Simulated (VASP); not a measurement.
# AlCu in VASP: a series of runs

AlCu is run at these levels: r2SCAN; tasks: single point.

Everything below comes from runs of VASP 6.6.1. Logs are shortened: lines on timing, memory, paths and dates and some standing lists are left out, and cuts for length are marked.

## (1) The cell of the first run

Symmetry: Pm-3m, No. 221, cubic system. The conventional cell has a = 2.848 Å, b = 2.848 Å, c = 2.848 Å, α = 90.00°, β = 90.00°, γ = 90.00°. Within 3.3 Å of Al (site symmetry m-3m) lie 8 Cu at 2.47 Å and 6 Al at 2.85 Å. Within 3.3 Å of Cu (site symmetry m-3m) lie 8 Al at 2.47 Å and 6 Cu at 2.85 Å.

## (2) Single point, r2SCAN (strain -0.050 along x and y, -0.050 along z)

POSCAR reads:

```
AlCu
1.0
    2.8476335500      0.0000000000      0.0000000000
    0.0000000000      2.8476335500      0.0000000000
    0.0000000000      0.0000000000      2.8476335500
Al Cu
1 1
Direct
    0.0000000000      0.0000000000      0.0000000000
    0.5000000000      0.5000000000      0.5000000000
```

INCAR.step1 reads:

```
PREC = Accurate
ENCUT = 520
ISMEAR = 0
SIGMA = 0.15
LREAL = F
LASPH = T
NELM = 100
NBANDS = 14
GGA = PE
ALGO = Normal
EDIFF = 1E-4
LWAVE = T
LCHARG = F
```

INCAR.step2 reads:

```
PREC = Accurate
ENCUT = 520
EDIFF = 1E-7
ISMEAR = 0
SIGMA = 0.15
LREAL = F
LASPH = T
NELM = 100
ALGO = Normal
ISIF = 2
LWAVE = F
LCHARG = T
METAGGA = R2SCAN
LMIXTAU = T
LELF = T
LVHAR = T
NBANDS = 14
ISTART = 1
```

KPOINTS reads:

```
regular mesh
0
Gamma
  16 16 16
```

Potentials or basis: VASP PAW PBE potentials, release 64 (Al, Cu).

The run is started by

```sh
$ cat potpaw_PBE.64/Al/POTCAR potpaw_PBE.64/Cu/POTCAR > POTCAR
$ cp INCAR.step1 INCAR
$ mpirun -np 1 vasp_std > vasp.out
$ cp INCAR.step2 INCAR
$ mpirun -np 1 vasp_std > vasp.out
```

OUTCAR:

```text
PREC = Accurate
   ENCUT = 520
   EDIFF = 1E-7
   ISMEAR = 0
   LREAL = F
   LASPH = T
   NELM = 100
   ISIF = 2
   METAGGA = R2SCAN
   ISTART = 1

 ion  position               nearest neighbor table
   1  0.000  0.000  0.000-   2 2.47   2 2.47   2 2.47   2 2.47   2 2.47   2 2.47   2 2.47   2 2.47

   2  0.500  0.500  0.500-   1 2.47   1 2.47   1 2.47   1 2.47   1 2.47   1 2.47   1 2.47   1 2.47

  LATTYP: Found a simple cubic cell.
 ALAT       =     2.8476335500

  Lattice vectors:

 A1 = (   2.8476335500,   0.0000000000,   0.0000000000)
 A2 = (   0.0000000000,   2.8476335500,   0.0000000000)
 A3 = (   0.0000000000,   0.0000000000,   2.8476335500)

Analysis of symmetry for initial positions (statically):
=====================================================================
 Subroutine PRICEL returns:
 Original cell was already a primitive cell.

 Routine SETGRP: Setting up the symmetry group for a
 simple cubic supercell.

 Subroutine GETGRP returns: Found 48 space group operations
 (whereof 48 operations were pure point group operations)
 out of a pool of 48 trial point group operations.

The static configuration has the point symmetry O_h .

Analysis of symmetry for dynamics (positions and initial velocities):
=====================================================================
 Subroutine PRICEL returns:
 Original cell was already a primitive cell.

 Routine SETGRP: Setting up the symmetry group for a
 simple cubic supercell.

 Subroutine GETGRP returns: Found 48 space group operations
 (whereof 48 operations were pure point group operations)
 out of a pool of 48 trial point group operations.

The dynamic configuration has the point symmetry O_h .

 Subroutine INISYM returns: Found 48 space group operations
 (whereof 48 operations are pure point group operations),
 and found     1 'primitive' translations

----------------------------------------------------------------------------------------

                                     Primitive cell

  volume of cell :      23.0915

  direct lattice vectors                    reciprocal lattice vectors
     2.847633550  0.000000000  0.000000000     0.351168780  0.000000000  0.000000000
     0.000000000  2.847633550  0.000000000     0.000000000  0.351168780  0.000000000
     0.000000000  0.000000000  2.847633550     0.000000000  0.000000000  0.351168780

[... 85 lines left out ...]
   EDIFFG = 0.1E-05   stopping-criterion for IOM
   NSW    =      0    number of steps for IOM
   IBRION =     -1    ionic relax: 0-MD 1-quasi-New 2-CG
   NFREE  =      0    steps in history (QN), initial steepest desc. (CG)
   ISIF   =      2    stress and relaxation
   ISYM   =      2    0-nonsym 1-usesym 2-fastsym
   POTIM  = 0.5000    time-step for ionic-motion
   TEBEG  =    0.0;   TEEND  =   0.0 temperature during run
   PSTRESS=    0.0 pullay stress
   NELECT =      14.0000    total number of electrons
   NUPDOWN=      -1.0000    fix difference up-down
   EMIN   =  10.00;   EMAX   =-10.00  energy-range for DOS
   EFERMI =   0.00;   METHOD = LEGACY
   ISMEAR =     0;   SIGMA  =   0.15  broadening in eV -4-tet -1-fermi 0-gaus
   EFERMI_NEDOS =   21; number of points for ismear=-14 and -15
   IALGO  =     38    algorithm
   IMIX   =      4    mixing-type and parameters
     AMIX     =   0.40;   BMIX     =  1.00
     AMIX_MAG =   1.60;   BMIX_MAG =  1.00
  volume/ion in A,a.u.               =      11.55        77.91
  Fermi-wavevector in a.u.,A,eV,Ry     =   1.385586  2.618377 26.121116  1.919848
  Thomas-Fermi vector in A             =   2.509982
   LORBIT       =      0    0 simple, 1 ext, 2 COOP (PROOUT), +10 PAW based schemes
   METAGGA = R2SCAN    functional components
   LHFCALC =     F    Hartree Fock is set to
   AEXX    =    0.0000 exact exchange contribution
   IVDW    =     0    specifies the selected vdW correction
   LEPSILON=     F    determine dielectric tensor
   LRPA    =     F    only Hartree local field effects (RPA)
 non-spin polarized calculation
 Gauss-broadening in eV      SIGMA  =   0.15
  energy-cutoff  :      520.00
  volume of cell :       23.09
 maximum number of plane-waves:       638
 NGX is ok and might be reduce to    24
   NGX = 11   NGY = 11   NGZ = 11

 number of electron      13.9999989 magnetization

 Free energy of the ion-electron system (eV)
  ---------------------------------------------------
  ext. energy  EPLUGINS =         0.00000000
  ---------------------------------------------------
  free energy    TOTEN  =       -17.75490613 eV

  energy without entropy =      -17.74955984  energy(sigma->0) =      -17.75223299

 E-fermi :  11.1816     XC(G=0): -13.2320

 val. band max:       11.1540043032   @ k =   0.4375   0.3750   0.0000
 cond. band min:      11.1949873715   @ k =   0.4375   0.3750   0.0625
 fundamental gap:      0.0409830683
 Fermi energy:        11.1815712914

 k-point     1 :       0.0000    0.0000    0.0000
  band No.  band energies     occupation
      1      -2.3992      2.00000
      2       5.0253      2.00000
      3       5.0253      2.00000
      4       6.4413      2.00000
      5       6.4413      2.00000
      6       6.4413      2.00000
      7      15.6005      0.00000
      8      15.6005      0.00000
      9      15.6005      0.00000
     10      17.7617      0.00000
     11      17.7617      0.00000
     12      24.6585      0.00000
     13      32.0295      0.00000
     14      32.0295      0.00000
[... 377 lines left out ...]
      1       2.3439      2.00000
      2       2.4638      2.00000
      3       5.4574      2.00000
      4       5.8911      2.00000
      5       5.8978      2.00000
      6       6.4311      2.00000
      7       7.3675      2.00000
      8      16.9994      0.00000
      9      17.7256      0.00000
     10      20.5471      0.00000
     11      21.5914      0.00000
     12      21.9422      0.00000
     13      25.6456      0.00000
     14      27.2297      0.00000

 [... further k-points ...]
[... 5 lines left out ...]
  --------------------------------------------------------------------------------------
  -------------------------------------------------------------------------------------
  Total        2.7701690      2.7701690      2.7701690     -0.0000000      0.0000000      0.0000000
  in kB      192.2049401    192.2049401    192.2049401     -0.0000000      0.0000000      0.0000000
  external PRESSURE =     192.2049401 kB  Pullay stress =       0.0000000 kB

 VOLUME and BASIS-vectors are now :
 -----------------------------------------------------------------------------
  energy-cutoff  :      520.00
  volume of cell :       23.09
      direct lattice vectors                 reciprocal lattice vectors
     2.847633550  0.000000000  0.000000000     0.351168780  0.000000000  0.000000000
     0.000000000  2.847633550  0.000000000     0.000000000  0.351168780  0.000000000
     0.000000000  0.000000000  2.847633550     0.000000000  0.000000000  0.351168780

 POSITION                                       TOTAL-FORCE (eV/Angst)
 -----------------------------------------------------------------------------------
      0.00000      0.00000      0.00000         0.000000      0.000000      0.000000
      1.42382      1.42382      1.42382         0.000000      0.000000      0.000000
 -----------------------------------------------------------------------------------
    total drift:                                0.000000     -0.000000     -0.000000

  FREE ENERGIE OF THE ION-ELECTRON SYSTEM (eV)
  ---------------------------------------------------
  free  energy   TOTEN  =       -17.7549061304 eV

  energy  without entropy=      -17.7495598437  energy(sigma->0) =      -17.75223299
```

It took 74 s on 1 thread of Intel Xeon Platinum 8559C (Emerald Rapids), shared host; peak memory 0.18 GiB.

What came out:

| Item | Value |
| --- | --- |
| Free energy | -17.7549 eV |
| Pressure | 19.2 GPa |
| Band gap on the k mesh | zero (band 7 reaches 15.60 eV, above the bottom of band 8 at 10.18 eV) |

Caveat: the cell differs from its parent crystal (strain -0.050 along x and y, -0.050 along z); the PAW data sets were made with another functional, which shifts forces and pressure a little.

## (3) Single point, r2SCAN (strain -0.025 along x and y, +0.000 along z)

POSCAR reads:

```
AlCu
1.0
    2.9225712750      0.0000000000      0.0000000000
    0.0000000000      2.9225712750      0.0000000000
    0.0000000000      0.0000000000      2.9975090000
Al Cu
1 1
Direct
    0.0000000000      0.0000000000      0.0000000000
    0.5000000000      0.5000000000      0.5000000000
```

INCAR.step1 reads:

```
SYSTEM = AlCu
PREC = Accurate
ENCUT = 520
ISMEAR = 0
SIGMA = 0.15
LREAL = .FALSE.
LASPH = .TRUE.
NELM = 80
NBANDS = 14
GGA = PE
ALGO = Normal
EDIFF = 1E-4
LWAVE = .TRUE.
LCHARG = .FALSE.
```

INCAR.step2 reads:

```
SYSTEM = AlCu
PREC = Accurate
ENCUT = 520
EDIFF = 1E-6
ISMEAR = 0
SIGMA = 0.15
LREAL = .FALSE.
LASPH = .TRUE.
NELM = 80
ALGO = Normal
ISIF = 2
LWAVE = .FALSE.
LCHARG = .TRUE.
METAGGA = R2SCAN
LMIXTAU = .TRUE.
LELF = .TRUE.
LVHAR = .TRUE.
NBANDS = 14
ISTART = 1
```

KPOINTS reads:

```
regular mesh
0
G
  16 16 16
  0 0 0
```

Potentials or basis: VASP PAW PBE potentials, release 64 (Al, Cu).

The run is started by

```sh
$ cat potpaw_PBE.64/Al/POTCAR potpaw_PBE.64/Cu/POTCAR > POTCAR
$ cp INCAR.step1 INCAR
$ mpirun -np 1 vasp_std > vasp.out
$ cp INCAR.step2 INCAR
$ mpirun -np 1 vasp_std > vasp.out
```

It took 2.7 min on 1 thread of Intel Xeon Platinum 8559C (Emerald Rapids), shared host; peak memory 0.27 GiB.

Results (log left out):

```
Free energy            : -17.9046 eV
Pressure               : 1.4 GPa
Band gap on the k mesh : zero (band 7 reaches 13.30 eV, above the bottom of band 8 at 8.73 eV)
```

Levels at points of the mesh, in eV from the Fermi level:
| k point | band 5 | band 6 | band 7 | band 8 | band 9 | band 10 |
| --- | --- | --- | --- | --- | --- | --- |
| (0.00, 0.00, 0.00) | -4.28 | -4.23 | 3.59 | 4.50 | 4.50 | 6.31 |
| (0.50, 0.00, 0.00) | -4.71 | -4.22 | -3.43 | 7.43 | 8.09 | 8.96 |
| (0.50, 0.50, 0.00) | -4.15 | -4.15 | -3.86 | -0.75 | 0.23 | 11.00 |
| (0.00, 0.00, 0.50) | -4.72 | -4.18 | -3.59 | 7.46 | 8.83 | 8.83 |
| (0.50, 0.00, 0.50) | -4.37 | -4.27 | -3.91 | -0.98 | -0.03 | 11.62 |
| (0.50, 0.50, 0.50) | -3.84 | 0.54 | 0.57 | 0.57 | 2.22 | 2.22 |

Caveat: the cell differs from its parent crystal (strain -0.025 along x and y, +0.000 along z); the PAW data sets were made with another functional, which shifts forces and pressure a little.

## (4) Single point, r2SCAN (strain +0.000 along x and y, -0.025 along z)

POSCAR reads:

```
AlCu
1.0
    2.9975090000      0.0000000000      0.0000000000
    0.0000000000      2.9975090000      0.0000000000
    0.0000000000      0.0000000000      2.9225712750
Al Cu
1 1
Direct
    0.0000000000      0.0000000000      0.0000000000
    0.5000000000      0.5000000000      0.5000000000
```

INCAR.step1 reads:

```
SYSTEM = AlCu
ALGO = Normal
EDIFF = 1E-4
ENCUT = 520
GGA = PE
ISMEAR = 0
LASPH = .True.
LCHARG = .False.
LREAL = .False.
LWAVE = .True.
NBANDS = 14
NELM = 60
PREC = Accurate
SIGMA = 0.15
```

INCAR.step2 reads:

```
SYSTEM = AlCu
ALGO = Normal
EDIFF = 1E-6
ENCUT = 520
ISIF = 2
ISMEAR = 0
ISTART = 1
LASPH = .True.
LCHARG = .False.
LMIXTAU = .True.
LREAL = .False.
LWAVE = .False.
METAGGA = R2SCAN
NBANDS = 14
NELM = 60
PREC = Accurate
SIGMA = 0.15
```

KPOINTS reads:

```
k-points
0
Gamma
  16 16 16
  0 0 0
```

The run is started by

```sh
$ cat potpaw_PBE.64/Al/POTCAR potpaw_PBE.64/Cu/POTCAR > POTCAR
$ cp INCAR.step1 INCAR
$ mpirun -np 1 vasp_std > vasp.out
$ cp INCAR.step2 INCAR
$ mpirun -np 1 vasp_std > vasp.out
```

Run time: 3.5 min. Hardware: 1 thread of Intel Xeon Platinum 8559C (Emerald Rapids), shared host; peak memory 0.27 GiB.

The run converged. Its results:

```yaml
Free_energy: -17.9027 eV
Pressure: -1.9 GPa
Band_gap_on_the_k_mesh: zero (band 7 reaches 13.21 eV, above the bottom of band 8 at 8.33 eV)
```

Stress tensor (GPa, compression positive):
```
-2.03  0.00  0.00
 0.00 -2.03  0.00
 0.00  0.00 -1.55
```

Levels at points of the mesh, in eV from the Fermi level:
```
           k point  band 3  band 4  band 5  band 6  band 7  band 8  band 9  band 10  band 11  band 12
(0.00, 0.00, 0.00)   -5.30   -4.20   -4.15   -4.15    3.83    3.83    4.74     6.31     6.56    11.48
(0.50, 0.00, 0.00)   -5.02   -4.66   -4.57   -4.09   -3.47    7.43    8.21     8.89     9.08     9.68
(0.50, 0.50, 0.00)   -4.47   -4.47   -4.27   -4.27   -3.84   -1.05   -0.18    11.57    13.93    13.93
(0.00, 0.00, 0.50)   -4.99   -4.66   -4.66   -4.13   -3.31    7.45    8.34     8.34     9.15     9.15
(0.50, 0.00, 0.50)   -4.55   -4.54   -4.15   -4.05   -3.79   -0.81    0.07    10.96    13.23    13.45
(0.50, 0.50, 0.50)   -5.86   -3.82   -3.76    0.62    0.62    0.63    2.08     2.33     2.33     2.56
```

Caveat: the cell differs from its parent crystal (strain +0.000 along x and y, -0.025 along z); the PAW data sets were made with another functional, which shifts forces and pressure a little.

## (5) The runs side by side

```csv
cell,gap on the mesh (eV),pressure (GPa)
"a = 2.848 Å, 2 atoms",none,19.2
"a = 2.923, b = 2.923, c = 2.998 Å, 2 atoms",none,1.4
"a = 2.998, b = 2.998, c = 2.923 Å, 2 atoms",none,-1.9
```

Alike in all rows: task single point; level r2SCAN; potentials or basis VASP PAW PBE potentials, release 64 (Al, Cu); no spin polarisation; k mesh 16 × 16 × 16; cutoff (eV) 520; smearing gaussian 0.15 eV.

Caveats: the PAW data sets were made with another functional, which shifts forces and pressure a little.

Total energies depend on the potentials used, so only differences within one code and one set of settings carry meaning.
